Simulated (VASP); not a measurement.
A run of VASP 6.6.1 is set up as follows.

File INCAR:

```
PREC = Accurate
ENCUT = 520
EDIFF = 1E-6
ISMEAR = -1
SIGMA = 0.03
LREAL = False
LASPH = True
NELM = 150
ALGO = Normal
ISIF = 2
LWAVE = False
LCHARG = True
ISPIN = 2
MAGMOM = 7
LORBIT = 11
LMAXMIX = 6
GGA = PE
LELF = True
LVHAR = True
NBANDS = 19
```

The input KPOINTS:

```
Automatic mesh
0
Gamma
  11 11 11
```

POSCAR

```
Gd
1.0
   -1.7630840075      1.7630840075      1.7630840075
    1.7630840075     -1.7630840075      1.7630840075
    1.7630840075      1.7630840075     -1.7630840075
Gd
1
Direct
    0.0000000000      0.0000000000      0.0000000000
```

Potentials or basis: VASP PAW PBE potentials, release 64 (Gd).

Command:

```bash
$ cat potpaw_PBE.64/Gd/POTCAR > POTCAR
$ mpirun -np 1 vasp_std > vasp.out
```

What does it give for the net moment?

7.60 μB per cell.

Predict the site moments.

Gd +7.05 μB.

 The state reached can hang on the start; a lower one may exist.
